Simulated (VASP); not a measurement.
Runs of VASP 6.6.1 on Ta. The structure is that of space group R-3m (No. 166), or close to it. The cells are those of the table. 

```csv
cell,further INCAR settings,gap on the mesh (eV),pressure (GPa)
"a = 3.116 Å, angles 114.3°, 1 atom",ALGO = Fast; EDIFF = 1e-07; NBANDS = 12,none,27.0
"a = 2.972 Å, angles 112.1°, 1 atom",ALGO = Fast; EDIFF = 1e-06; NBANDS = 12,none,(b)
"a = 2.756 Å, angles 105.7°, 1 atom",ALGO = Fast; EDIFF = 1e-06; NBANDS = 12,none,5.9
"a = 2.636 Å, angles 95.9°, 1 atom",ALGO = Fast; EDIFF = 1e-07; NBANDS = 12,none,22.1
"a = 2.687 Å, angles 101.6°, 1 atom",ALGO = Fast; EDIFF = 1e-06; NBANDS = 12,none,(a)
```

Alike in all rows: task single point; level PBE; potentials or basis VASP PAW PBE potentials, release 64 (Ta_pv); no spin polarisation; k mesh 22 × 22 × 22; cutoff (eV) 520; smearing gaussian 0.15 eV.

Fill in the values left out.

(a) 13.5; (b) 6.6.

Caveats: the cell stands under pressure; spin-orbit coupling is left out, which moves the levels of the heavy elements.

A k mesh can miss the band edges, and the runs leave out spin-orbit coupling on Ta.

A gap of «none» marks levels without a gap at the run's occupations.
